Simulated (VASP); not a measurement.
# SiO2 (Pnnm) in VASP: further runs, part 2 of 2

VASP 6.6.1. The steps go on from the part before.

## 4. Single point, PBE (atoms displaced along a vibrational mode, the cell strained)

INCAR reads:

```
SYSTEM = SiO2
PREC = Accurate
ENCUT = 520
EDIFF = 1E-6
ISMEAR = 0
SIGMA = 0.05
LREAL = .False.
LASPH = .True.
NELM = 80
ALGO = Normal
ISIF = 2
LWAVE = .False.
LCHARG = .False.
GGA = PE
NBANDS = 25
```

KPOINTS reads:

```
Automatic mesh
0
Gamma
  6 6 8
  0 0 0
```

POSCAR reads:

```
SiO2
1.0
    4.2358788266      0.0000000000      0.0000000000
    0.0000000000      4.1371828499      0.0000000000
    0.0000000000      0.0000000000      2.6897743046
Si O
2 4
Direct
    0.5000000000      0.5000000000      0.5000000000
    0.0000000000      0.0000000000      0.0000000000
    0.7395870220      0.6464385634      0.0000000000
    0.2395870220      0.8535614366      0.5000000000
    0.2604129780      0.3535614366      0.0000000000
    0.7604129780      0.1464385634      0.5000000000
```

Launch:

```
$ cat potpaw_PBE.64/Si/POTCAR potpaw_PBE.64/O/POTCAR > POTCAR
$ mpirun -np 1 vasp_std > vasp.out
```

Wall time 83 s (1 thread of Intel Xeon 8259CL, shared host); peak memory 0.2 GiB.

The run converged. Its results:

```
Free energy            : -45.6456 eV
Pressure               : 1.7 GPa
Largest force          : 1.354 eV/Å
Band gap on the k mesh : 5.25 eV
```

Forces on the atoms (eV/Å):
```
Si   0.000  0.000  0.000
Si   0.000  0.000  0.000
O   -1.177  0.670  0.000
O   -1.177 -0.670  0.000
O    1.177 -0.670  0.000
O    1.177  0.670  0.000
```

Stress tensor (GPa, compression positive):
```
-12.51   0.00   0.00
  0.00  17.21   0.00
  0.00   0.00   0.33
```

Levels at points of the mesh, in eV from the valence-band top:
| k point | band 12 | band 13 | band 14 | band 15 | band 16 | band 17 | band 18 | band 19 | band 20 | band 21 |
| --- | --- | --- | --- | --- | --- | --- | --- | --- | --- | --- |
| (0.00, 0.00, 0.00) | -2.24 | -2.01 | -0.66 | -0.22 | 0.00 | 5.25 | 6.76 | 8.40 | 8.96 | 11.50 |
| (0.50, 0.00, 0.00) | -3.12 | -2.04 | -2.04 | -0.05 | -0.05 | 6.80 | 6.80 | 8.73 | 8.73 | 10.76 |
| (0.00, 0.50, 0.00) | -3.28 | -2.29 | -2.29 | -1.02 | -1.02 | 7.75 | 7.75 | 9.25 | 9.25 | 12.27 |
| (0.50, 0.50, 0.00) | -2.81 | -2.71 | -2.71 | -1.65 | -1.65 | 7.37 | 7.37 | 9.71 | 9.71 | 12.85 |
| (0.00, 0.00, 0.50) | -4.40 | -2.82 | -2.82 | -1.74 | -1.74 | 8.37 | 8.37 | 12.15 | 12.15 | 12.24 |
| (0.50, 0.00, 0.50) | -3.97 | -2.59 | -2.59 | -1.09 | -1.09 | 8.90 | 8.90 | 9.56 | 9.56 | 13.58 |
| (0.00, 0.50, 0.50) | -2.93 | -1.70 | -1.70 | -1.26 | -1.26 | 7.77 | 7.77 | 9.54 | 9.54 | 11.63 |
| (0.50, 0.50, 0.50) | -4.02 | -1.47 | -1.47 | -0.85 | -0.85 | 6.88 | 6.88 | 10.99 | 10.99 | 11.31 |

Caveat: the cell differs from its parent crystal (atoms displaced along a vibrational mode, the cell strained); the stress differs along the axes, from -13 to 17 GPa; forces of over 1 eV/Å act on the atoms, so gaps and moduli don't describe the material at rest.

## 5. Single point, PBE (atoms displaced along a vibrational mode, the cell strained)

INCAR reads:

```
PREC = Accurate ; ENCUT = 520
EDIFF = 1E-7 ; ISMEAR = 0
SIGMA = 0.05 ; LREAL = False
LASPH = True ; NELM = 80
ALGO = Normal ; ISIF = 2
LWAVE = False ; LCHARG = False
GGA = PE ; NBANDS = 25
```

KPOINTS reads:

```
regular mesh
0
Gamma
  6 6 8
```

POSCAR reads:

```
SiO2
1.0
    4.2358788266      0.0000000000      0.0000000000
    0.0000000000      4.1371828499      0.0000000000
    0.0000000000      0.0000000000      2.6897743046
Si O
2 4
Direct
    0.5000000000      0.5000000000      0.5000000000
    0.0000000000      0.0000000000      0.0000000000
    0.6557534092      0.7302721762      0.0000000000
    0.1557534092      0.7697278238      0.5000000000
    0.3442465908      0.2697278238      0.0000000000
    0.8442465908      0.2302721762      0.5000000000
```

Potentials or basis: VASP PAW PBE potentials, release 64 (Si, O).

Launch:

```
$ cat potpaw_PBE.64/Si/POTCAR potpaw_PBE.64/O/POTCAR > POTCAR
$ mpirun -np 1 vasp_std > vasp.out
```

OUTCAR:

```text
PREC = Accurate
   ENCUT = 520
   EDIFF = 1E-7
   ISMEAR = 0
   LREAL = False
   LASPH = True
   NELM = 80
   ISIF = 2
   GGA = PE

 ion  position               nearest neighbor table
   1  0.500  0.500  0.500-   3 1.78   5 1.78   3 1.78   5 1.78   4 1.84   6 1.84
   2  0.000  0.000  0.000-   4 1.78   6 1.78   4 1.78   6 1.78   5 1.84   3 1.84
   3  0.656  0.730  0.000-   1 1.78   1 1.78   2 1.84
   4  0.156  0.770  0.500-   2 1.78   2 1.78   1 1.84
   5  0.344  0.270  0.000-   1 1.78   1 1.78   2 1.84
   6  0.844  0.230  0.500-   2 1.78   2 1.78   1 1.84

  LATTYP: Found a simple orthorhombic cell.
 ALAT       =     2.6897743046
 B/A-ratio  =     1.5381152399
 C/A-ratio  =     1.5748082727

  Lattice vectors:

 A1 = (   0.0000000000,   0.0000000000,  -2.6897743046)
 A2 = (   0.0000000000,   4.1371828499,   0.0000000000)
 A3 = (   4.2358788266,   0.0000000000,   0.0000000000)

Analysis of symmetry for initial positions (statically):
=====================================================================
 Subroutine PRICEL returns:
 Original cell was already a primitive cell.

 Routine SETGRP: Setting up the symmetry group for a
 simple orthorhombic supercell.

 Subroutine GETGRP returns: Found  8 space group operations
 (whereof  4 operations were pure point group operations)
 out of a pool of  8 trial point group operations.

The static configuration has the point symmetry C_2h.
 The point group associated with its full space group is D_2h.

Analysis of symmetry for dynamics (positions and initial velocities):
=====================================================================
 Subroutine PRICEL returns:
 Original cell was already a primitive cell.

 Routine SETGRP: Setting up the symmetry group for a
 simple orthorhombic supercell.

 Subroutine GETGRP returns: Found  8 space group operations
 (whereof  4 operations were pure point group operations)
[... 132 lines left out ...]
  volume/ion in A,a.u.               =       7.86        53.02
  Fermi-wavevector in a.u.,A,eV,Ry     =   1.438810  2.718957 28.166432  2.070174
  Thomas-Fermi vector in A             =   2.557735
   LORBIT       =      0    0 simple, 1 ext, 2 COOP (PROOUT), +10 PAW based schemes
   GGA     = PE    functional components
   LHFCALC =     F    Hartree Fock is set to
   AEXX    =    0.0000 exact exchange contribution
   IVDW    =     0    specifies the selected vdW correction
   LEPSILON=     F    determine dielectric tensor
   LRPA    =     F    only Hartree local field effects (RPA)
 non-spin polarized calculation
 Gauss-broadening in eV      SIGMA  =   0.05
  energy-cutoff  :      520.00
  volume of cell :       47.14
 maximum number of plane-waves:      1296
 NGX is ok and might be reduce to    32
   NGX = 15   NGY = 15   NGZ = 11

 number of electron      31.9999983 magnetization

 Free energy of the ion-electron system (eV)
  ---------------------------------------------------
  ext. energy  EPLUGINS =         0.00000000
  ---------------------------------------------------
  free energy    TOTEN  =       -46.00962450 eV

  energy without entropy =      -46.00962450  energy(sigma->0) =      -46.00962450

 E-fermi :   7.9286     XC(G=0): -12.2427

 val. band max:        7.6102339759   @ k =   0.0000   0.1667   0.0000
 cond. band min:      13.2546173263   @ k =   0.0000   0.0000   0.0000
 fundamental gap:      5.6443833504
 Fermi energy:         7.9286297325

 k-point     1 :       0.0000    0.0000    0.0000
  band No.  band energies     occupation
      1     -14.2396      2.00000
      2     -10.7907      2.00000
      3     -10.5310      2.00000
      4     -10.4449      2.00000
      5      -2.4983      2.00000
      6       1.0626      2.00000
[... 661 lines left out ...]
     24      20.5783      0.00000
     25      22.8055      0.00000

 [... further k-points ...]

------------------------ aborting loop because EDIFF is reached ----------------------------------------

  FORCE on cell =-STRESS in cart. coord.  units (eV):
  Direction    XX          YY          ZZ          XY          YZ          ZX
  --------------------------------------------------------------------------------------
  -------------------------------------------------------------------------------------
  Total        2.7141455      0.2260293      0.0702412     -0.0000000      0.0000000      0.0000000
  in kB       92.2528143      7.6826538      2.3874742     -0.0000000      0.0000000      0.0000000
  external PRESSURE =      34.1076474 kB  Pullay stress =       0.0000000 kB

 VOLUME and BASIS-vectors are now :
 -----------------------------------------------------------------------------
  energy-cutoff  :      520.00
  volume of cell :       47.14
      direct lattice vectors                 reciprocal lattice vectors
     4.235878827  0.000000000  0.000000000     0.236078519  0.000000000  0.000000000
     0.000000000  4.137182850  0.000000000     0.000000000  0.241710371  0.000000000
     0.000000000  0.000000000  2.689774305     0.000000000  0.000000000  0.371778405

 POSITION                                       TOTAL-FORCE (eV/Angst)
 -----------------------------------------------------------------------------------
      2.11794      2.06859      1.34489         0.000000      0.000000      0.000000
      0.00000      0.00000      0.00000         0.000000      0.000000      0.000000
      2.77769      3.02127      0.00000         0.630502     -0.519199     -0.000000
      0.65975      3.18450      1.34489         0.630502      0.519199      0.000000
      1.45819      1.11591      0.00000        -0.630502      0.519199      0.000000
      3.57613      0.95268      1.34489        -0.630502     -0.519199     -0.000000
 -----------------------------------------------------------------------------------
    total drift:                                0.000000      0.000000      0.000000

  FREE ENERGIE OF THE ION-ELECTRON SYSTEM (eV)
  ---------------------------------------------------
  free  energy   TOTEN  =       -46.0096244984 eV

  energy  without entropy=      -46.0096244984  energy(sigma->0) =      -46.00962450
```

stdout:

```text
POSCAR found type information on POSCAR SiO
 POSCAR found :  2 types and       6 ions
 scaLAPACK will be used
 LDA part: xc-table for (Slater+PW92), standard interpolation
 POSCAR, INCAR and KPOINTS ok, starting setup
 FFT: planning ... GRIDC
 FFT: planning ... GRID_SOFT
 FFT: planning ... GRID
 WAVECAR not read
 entering main loop
```

Run time: 95 s. Hardware: 1 thread of Intel Xeon 8259CL, shared host; peak memory 0.2 GiB.

Results:

| Quantity | Value |
| --- | --- |
| Free energy | -46.0096 eV |
| Pressure | 3.4 GPa |
| Largest force | 0.817 eV/Å |
| Band gap on the k mesh | 5.64 eV (least direct gap 5.68 eV) |

Forces in eV/Å, atoms in the order of the input:
```
Si   0.000  0.000  0.000
Si   0.000  0.000  0.000
O    0.631 -0.519  0.000
O    0.631  0.519  0.000
O   -0.631  0.519  0.000
O   -0.631 -0.519  0.000
```

Levels at points of the mesh, in eV from the valence-band top:
```tsv
k point	band 14	band 15	band 16	band 17	band 18	band 19
(0.00, 0.00, 0.00)	-0.27	-0.10	-0.04	5.64	6.93	8.82
(0.50, 0.00, 0.00)	-2.16	-0.77	-0.77	8.01	8.01	9.50
(0.00, 0.50, 0.00)	-2.08	-0.14	-0.14	7.30	7.30	8.98
(0.50, 0.50, 0.00)	-2.30	-1.48	-1.48	7.58	7.58	10.01
(0.00, 0.00, 0.50)	-2.59	-1.74	-1.74	8.97	8.97	12.68
(0.50, 0.00, 0.50)	-1.65	-1.34	-1.34	8.36	8.36	9.87
(0.00, 0.50, 0.50)	-2.15	-0.84	-0.84	9.42	9.42	10.11
(0.50, 0.50, 0.50)	-1.41	-0.81	-0.81	7.43	7.43	11.03
```

Caveat: the cell differs from its parent crystal (atoms displaced along a vibrational mode, the cell strained); the stress differs along the axes, from 0 to 9 GPa.

## 6. The runs side by side

```tsv
cell	gap on the mesh (eV)	pressure (GPa)	largest force (eV/Å)
as given, atomic positions A	5.48	1.8	1.24
as given, atomic positions B	5.40	4.8	0.63
as given, atomic positions C	5.25	1.7	1.35
as given, atomic positions D	5.64	3.4	0.82
```

Alike in all rows: task single point; level PBE; potentials or basis VASP PAW PBE potentials, release 64 (Si, O); no spin polarisation; k mesh 6 × 6 × 8; cutoff (eV) 520; smearing gaussian 0.05 eV.

Caveats: forces of over 1 eV/Å act on the atoms, so gaps and moduli don't describe the material at rest (at least some runs); the stress differs along the axes, from -2 to 9 GPa (at least some runs); the stress differs along the axes, from -6 to 17 GPa (at least some runs); the stress differs along the axes, from -13 to 17 GPa (at least some runs); the stress differs along the axes, from 0 to 9 GPa (at least some runs).

Total energies depend on the potentials used, so only differences within one code and one set of settings carry meaning.
